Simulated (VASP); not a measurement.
Runs of VASP 6.6.1 on BaTa2Tl3. The structure is that of space group P6/mmm (No. 191), or close to it. The cells are those of the table. 

```tsv
task	cell	k mesh	cutoff (eV)	gap on the mesh (eV)	pressure (GPa)	relaxed volume (Å³/atom)
single point	a = 6.656, b = 6.656, c = 4.053 Å, angles 90.0, 90.0, 120.0°, 6 atoms	3 × 3 × 4	520	none	7.7	-
relaxation of cell and atoms	relaxed from a = 6.656, b = 6.656, c = 4.053 Å, angles 90.0, 90.0, 120.0°, 6 atoms	3 × 3 × 4	600	none	-0.1	26.81
single point	a = 6.283, b = 6.283, c = 4.673 Å, angles 90.0, 90.0, 120.0°, 6 atoms	6 × 6 × 8	520	none	0.2	-
single point	a = 6.299, b = 6.299, c = 4.659 Å, angles 90.0, 90.0, 120.0°, 6 atoms	3 × 3 × 4	520	none	0.2	-
relaxation of cell and atoms	relaxed from a = 6.299, b = 6.299, c = 4.659 Å, angles 90.0, 90.0, 120.0°, 6 atoms	6 × 6 × 8	600	none	0.0	(a)
```

Alike in all rows: level PBE; potentials or basis VASP PAW PBE potentials, release 64 (Ba_sv, Ta_pv, Tl_d); no spin polarisation; smearing gaussian 0.1 eV.

Task: Fill in the values left out.

Result: (a) 26.74.

Caveats: some runs use coarse meshes; spin-orbit coupling is left out, which moves the levels of the heavy elements.

A k mesh can miss the band edges, and the runs leave out spin-orbit coupling on Ba, Ta, Tl.

A gap of «none» marks levels without a gap at the run's occupations.
